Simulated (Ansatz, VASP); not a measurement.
## Rh in VASP and in Ansatz

```
CELL_PARAMETERS angstrom
0.00000 2.06574 1.61128
2.06574 0.00000 1.61128
2.06574 2.06574 0.00000
ATOMIC_POSITIONS crystal
Rh 0.00000 0.00000 0.00000
```

Alike in both runs: task single point; functional PBEsol; k mesh 24 × 24 × 24; occupations gaussian, width 0.15 eV; no spin polarisation.

|  | VASP | Ansatz |
| --- | --- | --- |
| version | VASP 6.6.1 | Ansatz 0.2.0 |
| potentials or method | VASP PAW PBE potentials, release 64 (Rh_pv), cutoff 520 eV | scalar-relativistic, plane waves, PAW |
| valence electrons in the cell | 15 | 17 |

Ansatz gave:

```
gap on the k mesh at the Fermi level (eV)                     : none
pressure (GPa)                                                : 1.2
traceless stress, the component that is largest in VASP (GPa) : 17.16
```

**Question.** What did VASP give for the same quantities?

**Answer.** gap on the k mesh at the Fermi level (eV): none; pressure (GPa): 1.0; traceless stress, the component that is largest in VASP (GPa): 17.16.

VASP's potentials were made for PBE, not for PBEsol. A gap of «none» marks a metal or a gap that the smearing closes. VASP's potentials hold 15 valence electrons a cell and Ansatz's 17, so a difference there can come from the potentials and not from the codes.
